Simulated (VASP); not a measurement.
A run of VASP 6.6.1 is set up as follows.

File POSCAR:

```
SiC
1.0
    0.0000000000      2.1740000000      2.1740000000
    2.1740000000      0.0000000000      2.1740000000
    2.1740000000      2.1740000000      0.0000000000
Si C
1 1
Direct
    0.0813140273      0.0000000000      0.0000000000
    0.7500000000      0.7500000000      0.7500000000
```

INCAR.step1

```
PREC = Accurate
ENCUT = 520
ISMEAR = 0
SIGMA = 0.05
LREAL = False
LASPH = True
NELM = 80
NBANDS = 11
GGA = PE
ALGO = Normal
EDIFF = 1E-4
LWAVE = True
LCHARG = False
```

The input INCAR.step2:

```
PREC = Accurate
ENCUT = 520
EDIFF = 1E-7
ISMEAR = 0
SIGMA = 0.05
LREAL = False
LASPH = True
NELM = 80
ALGO = Normal
ISIF = 2
LWAVE = False
LCHARG = False
METAGGA = R2SCAN
LMIXTAU = True
NBANDS = 11
ISTART = 1
```

The input KPOINTS:

```
Automatic mesh
0
Gamma
  12 12 12
```

Potentials or basis: VASP PAW PBE potentials, release 64 (Si, C).

Command:

```console
$ cat potpaw_PBE.64/Si/POTCAR potpaw_PBE.64/C/POTCAR > POTCAR
$ cp INCAR.step1 INCAR
$ mpirun -np 1 vasp_std > vasp.out
$ cp INCAR.step2 INCAR
$ mpirun -np 1 vasp_std > vasp.out
```

(1) Predict the pressure.

(2) Estimate the largest force.

## Answers

(1) 9.1 GPa.

(2) 5.684 eV/Å.

Caveat: the cell differs from its parent crystal (all Si atoms moved -0.250 Å, as atom 1 towards its neighbour atom 1 (Si) at 3.075 Å); the PAW data sets were made with another functional, which shifts forces and pressure a little.
